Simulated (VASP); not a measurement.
A run of VASP 6.6.1 is set up as follows.

File INCAR:

```
PREC     = Accurate       # precision mode
ENCUT    = 520            # plane-wave cutoff, eV
EDIFF    = 1E-7           # SCF threshold, eV
ISMEAR   = 0              # smearing method
SIGMA    = 0.1            # smearing width, eV
LREAL    = F              # projectors in reciprocal space
LASPH    = T              # aspherical terms in the spheres
NELM     = 60             # most SCF steps
ALGO     = Normal         # electronic algorithm
ISIF     = 2              # what is computed and relaxed
LWAVE    = F              # write WAVECAR
LCHARG   = T              # write CHGCAR
GGA      = PE             # functional
LELF     = T              # ELF
LVHAR    = T            
NBANDS   = 18             # bands
```

Contents of KPOINTS:

```
Automatic mesh
0
Gamma
  15 15 6
```

Contents of POSCAR:

```
BiH4
1.0
    3.0978567048      0.0000000000      0.0000000000
   -1.5489283524      2.6828226036      0.0000000000
    0.0000000000      0.0000000000      6.5714673154
Bi H
1 4
Direct
    0.0000000000      0.0000000000      0.0000000000
    0.5000000000      0.0000000000      0.5000000000
    0.0000000000      0.5000000000      0.5000000000
    0.5000000000      0.5000000000      0.5000000000
    0.0000000000      0.0000000000      0.5000000000
```

Potentials or basis: VASP PAW PBE potentials, release 64 (Bi_d, H).

Command:

```console
$ cat potpaw_PBE.64/Bi_d/POTCAR potpaw_PBE.64/H/POTCAR > POTCAR
$ mpirun -np 1 vasp_std > vasp.out
```

Task: What does it give for the pressure?

Result: -0.2 GPa.
